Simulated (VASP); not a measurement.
# Pd (Im-3m) in VASP: single point with PBE

Aim: the single point of Pd with PBE.

Everything below comes from runs of VASP 6.6.1. Logs are shortened: lines on timing, memory, paths and dates and some standing lists are left out, and cuts for length are marked.

### 1 The cell of the first run

Symmetry: Im-3m, No. 229, cubic system. Conventional cell: a = 3.169 Å, b = 3.169 Å, c = 3.169 Å, α = 90.00°, β = 90.00°, γ = 90.00°. Within 3.6 Å of Pd (site symmetry m-3m) lie 14 Pd at 2.74 to 3.17 Å.

### 2 Single point, PBE, collinear spin, zero start

Input file INCAR:

```
PREC     = Accurate       # precision mode
ENCUT    = 500            # plane-wave cutoff, eV
EDIFF    = 1E-6           # SCF threshold, eV
ISMEAR   = -1             # smearing method
SIGMA    = 0.1            # smearing width, eV
LREAL    = False          # projectors in reciprocal space
LASPH    = True           # aspherical terms in the spheres
NELM     = 200            # most SCF steps
ALGO     = Normal         # electronic algorithm
ISIF     = 2              # what is computed and relaxed
LWAVE    = False          # write WAVECAR
LCHARG   = False          # write CHGCAR
ISPIN    = 2              # spin polarisation
MAGMOM   = 0              # initial moments
LORBIT   = 11             # projections on sites
LMAXMIX  = 4              # l up to which the mixer works
GGA      = PE             # functional
NBANDS   = 15             # bands
GGA_COMPAT= False
```

Input file KPOINTS:

```
regular mesh
0
Gamma
  8 8 8
```

Input file POSCAR:

```
Pd
1.0
   -1.5844850000      1.5844850000      1.5844850000
    1.5844850000     -1.5844850000      1.5844850000
    1.5844850000      1.5844850000     -1.5844850000
Pd
1
Direct
    0.0000000000      0.0000000000      0.0000000000
```

Potentials or basis: VASP PAW PBE potentials, release 64 (Pd).

Started as:

```bash
cat potpaw_PBE.64/Pd/POTCAR > POTCAR
mpirun -np 1 vasp_std > vasp.out
```

OUTCAR:

```text
PREC = Accurate
   ENCUT = 500
   EDIFF = 1E-6
   ISMEAR = -1
   LREAL = False
   LASPH = True
   NELM = 200
   ISIF = 2
   ISPIN = 2
   LORBIT = 11
   GGA = PE

 ion  position               nearest neighbor table
   1  0.000  0.000  0.000-

  LATTYP: Found a body centered cubic cell.
 ALAT       =     3.1689700000

  Lattice vectors:

 A1 = (  -1.5844850000,   1.5844850000,   1.5844850000)
 A2 = (   1.5844850000,  -1.5844850000,   1.5844850000)
 A3 = (   1.5844850000,   1.5844850000,  -1.5844850000)

Analysis of symmetry for initial positions (statically):
=====================================================================
 Subroutine PRICEL returns:
 Original cell was already a primitive cell.

 Routine SETGRP: Setting up the symmetry group for a
 body centered cubic supercell.

 Subroutine GETGRP returns: Found 48 space group operations
 (whereof 48 operations were pure point group operations)
 out of a pool of 48 trial point group operations.

The static configuration has the point symmetry O_h .

Analysis of symmetry for dynamics (positions and initial velocities):
=====================================================================
 Subroutine PRICEL returns:
 Original cell was already a primitive cell.

 Routine SETGRP: Setting up the symmetry group for a
 body centered cubic supercell.

 Subroutine GETGRP returns: Found 48 space group operations
 (whereof 48 operations were pure point group operations)
 out of a pool of 48 trial point group operations.

The dynamic configuration has the point symmetry O_h .

Analysis of structural, dynamic, and magnetic symmetry:
=====================================================================
 Subroutine PRICEL returns:
 Original cell was already a primitive cell.

 Routine SETGRP: Setting up the symmetry group for a
 body centered cubic supercell.

 Subroutine GETGRP returns: Found 48 space group operations
 (whereof 48 operations were pure point group operations)
 out of a pool of 48 trial point group operations.

The overall configuration has the point symmetry O_h .

 Subroutine INISYM returns: Found 48 space group operations
 (whereof 48 operations are pure point group operations),
 and found     1 'primitive' translations

----------------------------------------------------------------------------------------

                                     Primitive cell

  volume of cell :      15.9120

  direct lattice vectors                    reciprocal lattice vectors
    -1.584485000  1.584485000  1.584485000     0.000000000  0.315559945  0.315559945
     1.584485000 -1.584485000  1.584485000     0.315559945  0.000000000  0.315559945
[... 126 lines left out ...]
  ext. energy  EPLUGINS =         0.00000000
  ---------------------------------------------------
  free energy    TOTEN  =        -5.17053869 eV

  energy without entropy =       -5.12204976  energy(sigma->0) =       -5.14629422

 E-fermi :   8.5467     XC(G=0): -12.7123

 val. band max:        8.5181185888   @ k =  -0.3750   0.5000   0.1250
 cond. band min:       8.5518162008   @ k =  -0.3750   0.5000   0.2500
 fundamental gap:      0.0336976120
 Fermi energy:         8.5466553718

 spin component 1

 k-point     1 :       0.0000    0.0000    0.0000
  band No.  band energies     occupation
      1       1.9959      1.00000
      2       5.9268      1.00000
      3       5.9268      1.00000
      4       5.9268      1.00000
      5       7.7057      0.99978
      6       7.7057      0.99978
      7      27.7666      0.00000
      8      27.7666      0.00000
      9      27.7666      0.00000
     10      35.2822      0.00000
     11      35.5439      0.00000
     12      35.5439      0.00000
     13      36.5669      0.00000
     14      36.5669      0.00000
[... 403 lines left out ...]
      4       7.0405      1.00000
      5       8.2786      0.93586
      6      11.3757      0.00000
      7      19.9241      0.00000
      8      22.3440      0.00000
      9      24.7866      0.00000
     10      27.1646      0.00000
     11      34.7537      0.00000
     12      35.6440      0.00000
     13      36.3223      0.00000
     14      37.9705      0.00000
     15      40.7483      0.00000

 [... further k-points ...]

 spin component 2

 k-point     1 :       0.0000    0.0000    0.0000
  band No.  band energies     occupation
      1       1.9959      1.00000
      2       5.9268      1.00000
      3       5.9268      1.00000
      4       5.9268      1.00000
      5       7.7057      0.99978
      6       7.7057      0.99978
      7      27.7666      0.00000
      8      27.7666      0.00000
      9      27.7666      0.00000
     10      35.2823      0.00000
     11      35.5439      0.00000
     12      35.5439      0.00000
     13      36.5669      0.00000
     14      36.5669      0.00000
[... 403 lines left out ...]
      4       7.0405      1.00000
      5       8.2786      0.93586
      6      11.3757      0.00000
      7      19.9241      0.00000
      8      22.3440      0.00000
      9      24.7866      0.00000
     10      27.1646      0.00000
     11      34.7537      0.00000
     12      35.6440      0.00000
     13      36.3223      0.00000
     14      37.9705      0.00000
     15      40.7482      0.00000

 [... further k-points ...]

------------------------ aborting loop because EDIFF is reached ----------------------------------------

  FORCE on cell =-STRESS in cart. coord.  units (eV):
  Direction    XX          YY          ZZ          XY          YZ          ZX
  --------------------------------------------------------------------------------------
  -------------------------------------------------------------------------------------
  Total       -0.4186995     -0.4186995     -0.4186995      0.0000000      0.0000000     -0.0000000
  in kB      -42.1588382    -42.1588382    -42.1588382      0.0000000      0.0000000     -0.0000000
  external PRESSURE =     -42.1588382 kB  Pullay stress =       0.0000000 kB

 VOLUME and BASIS-vectors are now :
 -----------------------------------------------------------------------------
  energy-cutoff  :      500.00
  volume of cell :       15.91
      direct lattice vectors                 reciprocal lattice vectors
    -1.584485000  1.584485000  1.584485000     0.000000000  0.315559945  0.315559945
     1.584485000 -1.584485000  1.584485000     0.315559945  0.000000000  0.315559945
     1.584485000  1.584485000 -1.584485000     0.315559945  0.315559945  0.000000000

 POSITION                                       TOTAL-FORCE (eV/Angst)
 -----------------------------------------------------------------------------------
      0.00000      0.00000      0.00000         0.000000      0.000000      0.000000
 -----------------------------------------------------------------------------------
    total drift:                               -0.000000     -0.000000      0.000000

  FREE ENERGIE OF THE ION-ELECTRON SYSTEM (eV)
  ---------------------------------------------------
  free  energy   TOTEN  =        -5.1705386854 eV

  energy  without entropy=       -5.1220497586  energy(sigma->0) =       -5.14629422

 total charge

# of ion       s       p       d       tot
------------------------------------------
    1        0.450   0.397   8.457   9.304

 magnetization (x)

# of ion       s       p       d       tot
------------------------------------------
    1       -0.000  -0.000  -0.000  -0.000
```

OSZICAR:

```text
N       E                     dE             d eps       ncg     rms          rms(c)
DAV:   1     0.445889333648E+02    0.44589E+02   -0.45676E+03  1748   0.594E+02
DAV:   2    -0.465949355005E+01   -0.49248E+02   -0.46901E+02  2153   0.152E+02
DAV:   3    -0.540953825852E+01   -0.75004E+00   -0.74794E+00  2349   0.190E+01
DAV:   4    -0.541193920781E+01   -0.24009E-02   -0.24008E-02  2049   0.112E+00
DAV:   5    -0.541195753722E+01   -0.18329E-04   -0.18329E-04  2357   0.874E-02    0.622E+00
DAV:   6    -0.518132432670E+01    0.23063E+00   -0.89609E-01  2454   0.589E+00    0.307E+00
DAV:   7    -0.517350961440E+01    0.78147E-02   -0.65908E-03  2314   0.517E-01    0.168E+00
DAV:   8    -0.517054030255E+01    0.29693E-02   -0.91425E-04  2370   0.179E-01    0.654E-02
DAV:   9    -0.517053508511E+01    0.52174E-05   -0.26434E-05  2120   0.364E-02    0.252E-02
DAV:  10    -0.517053782351E+01   -0.27384E-05   -0.11106E-06  2342   0.784E-03    0.112E-02
DAV:  11    -0.517053868536E+01   -0.86185E-06   -0.50220E-07  1569   0.534E-03
   1 F= -.51705387E+01 E0= -.51462942E+01  d E =-.484889E-01  mag=     0.0000
```

It took 25 s on 1 thread of AMD EPYC 7R13, shared host; peak memory 0.1 GiB.

Results:

```yaml
Free_energy: -5.1705 eV
Pressure: -4.2 GPa
Band_gap_on_the_k_mesh: zero (filled and empty bands overlap)
Net_moment: 0.00 μB per cell
Valence_electrons_inside_the_program's_atomic_spheres: Pd 9.30
```
